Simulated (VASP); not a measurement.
Fe: relaxation of shape and atoms at fixed volume with PBEsol

Crystal: Fe.

```
CELL_PARAMETERS angstrom
2.25537 0.00000 0.00000
-1.12769 1.95321 0.00000
0.00000 0.00000 3.56668
ATOMIC_POSITIONS crystal
Fe 0.33333 0.66667 0.25000
Fe 0.66667 0.33333 0.75000
```

This isn't the form of Fe at room conditions, which is bcc.

- Program: VASP 6.6.1
- Task: relaxation of shape and atoms at fixed volume
- Functional: PBEsol
- Potentials or basis: VASP PAW PBE potentials, release 64 (Fe)
- Cutoff: 600 eV
- k mesh: 19 × 19 × 11
- Occupations: fermi-dirac, width 0.08 eV
- Spin: collinear spin, ferromagnetic start
- Starting moments: [2.5, 2.5] μB
- Dipole correction: no
- Further INCAR settings: ALGO = Normal; EDIFF = 1e-07; IBRION = 2; EDIFFG = -0.005; NSW = 50; ISIF = 4

| Item | Value |
| --- | --- |
| Energy gained by relaxing | 0.3 meV/atom |
| Ionic steps | 3 |
| Pressure after relaxing | 118.7 GPa |
| Band gap on the k mesh | zero (filled and empty bands overlap) |
| Net moment | 0.00 μB per cell |

Step by step:
| step | energy change (eV) | largest force (eV/Å) | pressure (GPa) | volume (Å³) |
| --- | --- | --- | --- | --- |
| 1 | 0.0000 | 0.0000 | 118.78 | 15.71 |
| 2 | 0.0003 | 0.0000 | 118.70 | 15.71 |
| 3 | -0.0005 | 0.0000 | 118.74 | 15.71 |

Final structure:
```
CELL_PARAMETERS angstrom
2.25230 0.00000 0.00000
-1.12615 1.95055 0.00000
0.00000 0.00000 3.57643
ATOMIC_POSITIONS crystal
Fe 0.33333 0.66667 0.25000
Fe 0.66667 0.33333 0.75000
```

Levels at points of the mesh, in eV from the Fermi level:
Spin up:
```tsv
k point	band 4	band 5	band 6	band 7	band 8	band 9	band 10	band 11	band 12	band 13
(0.00, 0.00, 0.00)	-2.45	-2.29	-1.76	-1.76	-1.21	-1.21	0.70	1.04	1.04	11.75
```
Spin down:
```csv
k point,band 4,band 5,band 6,band 7,band 8,band 9,band 10,band 11,band 12,band 13
"(0.00, 0.00, 0.00)",-2.45,-2.29,-1.76,-1.76,-1.21,-1.21,0.70,1.04,1.04,11.75
```

It took 3.8 min on 1 thread of Intel Xeon 8259CL, with other jobs on the host, peak memory 0.22 GiB.

Caveat: the PAW data sets were made with another functional, which shifts forces and pressure a little.
